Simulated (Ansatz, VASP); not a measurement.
Two plane-wave programs on ZnS

```
Zn S
1.0
     3.80543    0.00000    0.00000
    -1.90271    3.29560    0.00000
     0.00000    0.00000    6.24402
Zn S
2 2
Direct
  0.33333 0.66667 0.00534
  0.66667 0.33333 0.50534
  0.33333 0.66667 0.37966
  0.66667 0.33333 0.87966
```

Alike in both runs: task single point; functional HSE06; k mesh 6 × 6 × 2; no spin polarisation.

|  | VASP | Ansatz |
| --- | --- | --- |
| version | VASP 6.6.1 | Ansatz 0.2.0 |
| potentials or method | VASP PAW PBE potentials, release 64 (Zn, S) | plane waves, PAW |
| plane-wave cutoff (eV) | 400 | 420 |
| occupations | gaussian, width 0.01 eV | fixed |
| valence electrons in the cell | 36 | 36 |

|  | VASP | Ansatz | Ansatz less VASP |
| --- | --- | --- | --- |
| gap on the k mesh at the Fermi level (eV) | 3.43 | 3.45 | +0.012 |
| pressure (GPa) | 1.3 | 1.6 | +0.29 |
| traceless stress, the component that is largest in VASP (GPa) | -0.11 | -0.10 | +0.010 |

Ansatz's warnings: stress exchange threshold loose, stress scf threshold loose.

The k mesh is coarse, so the values compare programs but aren't converged.
